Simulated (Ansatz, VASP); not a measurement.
**In4BiSb3 in VASP and in Ansatz**

Contents of INCAR:

```
PREC = Accurate
ENCUT = 520
EDIFF = 1E-6
ISMEAR = -1
SIGMA = 0.02
LREAL = F
LASPH = T
NELM = 80
ALGO = Normal
ISIF = 2
LWAVE = F
LCHARG = T
GGA = PE
LELF = T
LVHAR = T
NBANDS = 51
```

File KPOINTS:

```
regular mesh
0
Gamma
  4 4 4
```

File POSCAR:

```
In4BiSb3
1.0
    6.6076213798      0.0000000000      0.0000000000
    0.0000000000      6.6076213798      0.0000000000
    0.0000000000      0.0000000000      6.6076213798
Sb In Bi
3 4 1
Direct
    0.5000000000      0.0000000000      0.0000000000
    0.0000000000      0.5000000000      0.0000000000
    0.0000000000      0.0000000000      0.5000000000
    0.2467587593      0.7532412407      0.7532412407
    0.7532412407      0.2467587593      0.7532412407
    0.7532412407      0.7532412407      0.2467587593
    0.2467587593      0.2467587593      0.2467587593
    0.5000000000      0.5000000000      0.5000000000
```

Input for Ansatz:

```yaml
crystal:
  lattice:
    - [6.6076213798, 0.0, 0.0]
    - [0.0, 6.6076213798, 0.0]
    - [0.0, 0.0, 6.6076213798]
  atoms:
    - { symbol: Sb, position: [0.5, 0.0, 0.0] }
    - { symbol: In, position: [0.2467587593, 0.7532412407, 0.7532412407] }
    - { symbol: Sb, position: [0.0, 0.5, 0.0] }
    - { symbol: In, position: [0.7532412407, 0.2467587593, 0.7532412407] }
    - { symbol: Sb, position: [0.0, 0.0, 0.5] }
    - { symbol: In, position: [0.7532412407, 0.7532412407, 0.2467587593] }
    - { symbol: Bi, position: [0.5, 0.5, 0.5] }
    - { symbol: In, position: [0.2467587593, 0.2467587593, 0.2467587593] }
kpoints:
  mp_grid: { grid: [4, 4, 4] }
  band_path:
    path:
      - [[0.0, 0.0, 0.0], [-1.755446514589e-51, 0.5, -1.845982712513e-34], [0.5, 0.5, -8.173331894599e-34], [0.0, 0.0, 0.0], [0.5, 0.5, 0.5], [-1.755446514589e-51, 0.5, -1.845982712513e-34]]
      - [[0.5, 0.5, 0.5], [0.5, 0.5, -8.173331894599e-34]]
    npoints: 10
hamiltonian:
  xc: pbe
scf:
  occupations: { method: fermi_dirac, width: 0.02 }
  n_extra_bands: 6
output:
  forces: true
  stress: true
  eigenvalues: true
```

Alike in both runs: task single point; functional PBE; k mesh 4 × 4 × 4; occupations fermi-dirac, width 0.02 eV; no spin polarisation.

|  | VASP | Ansatz |
| --- | --- | --- |
| version | VASP 6.6.1 | Ansatz 0.2.0 |
| potentials or method | VASP PAW PBE potentials, release 64 (Sb, In_d, Bi_d) | plane waves, PAW |
| plane-wave cutoff (eV) | 520 | 420 |
| valence electrons in the cell | 82 | 112 |

|  | VASP | Ansatz | Ansatz less VASP |
| --- | --- | --- | --- |
| pressure (GPa) | 1.4 | 1.4 | +0.02 |
| rms of the force components (eV/Å) | 0.005 | 0.006 | +0.0002 |

The functional is the same, so the differences come from potentials, cutoffs and numerics. VASP's potentials hold 82 valence electrons a cell and Ansatz's 112, so a difference there can come from the potentials and not from the codes.

Neither program's run includes spin-orbit coupling.
